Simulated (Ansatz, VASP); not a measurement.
**Two plane-wave programs on CoPdO2**

```
Pd Co O
1.0
     1.43169    0.82659    5.95777
    -1.43169    0.82659    5.95777
     0.00000   -1.65317    5.95777
Pd Co O
1 1 2
Direct
  0.00000 0.00000 0.00000
  0.50000 0.50000 0.50000
  0.11248 0.11248 0.11248
  0.88752 0.88752 0.88752
```

Alike in both runs: task single point; functional PBE; k mesh 9 × 9 × 9; occupations fermi-dirac, width 0.05 eV; collinear spin; fixed moment 1.5 μB.

```csv
,VASP,Ansatz
version,VASP 6.6.1,Ansatz 0.2.0
potentials or method,"VASP PAW PBE potentials, release 64 (Pd, Co, O)",Ansatz PAW
plane-wave cutoff (eV),520,420
valence electrons in the cell,31,47
```

```tsv
	VASP	Ansatz	Ansatz less VASP
pressure (GPa)	5.6	5.7	+0.13
traceless stress, the component that is largest in VASP (GPa)	2.91	3.09	+0.177
rms of the force components (eV/Å)	0.049	0.026	-0.0224
net moment per atom (μB)	0.38	0.38	0.000
size of the moment on the site where the two differ most (μB)	0.36	0.30	-0.063
```

Site moments also hang on the region over which each program counts them. Atom by atom the forces differ by 0.022 eV/Å (rms over components). VASP's potentials hold 31 valence electrons a cell and Ansatz's 47, so a difference there can come from the potentials and not from the codes.
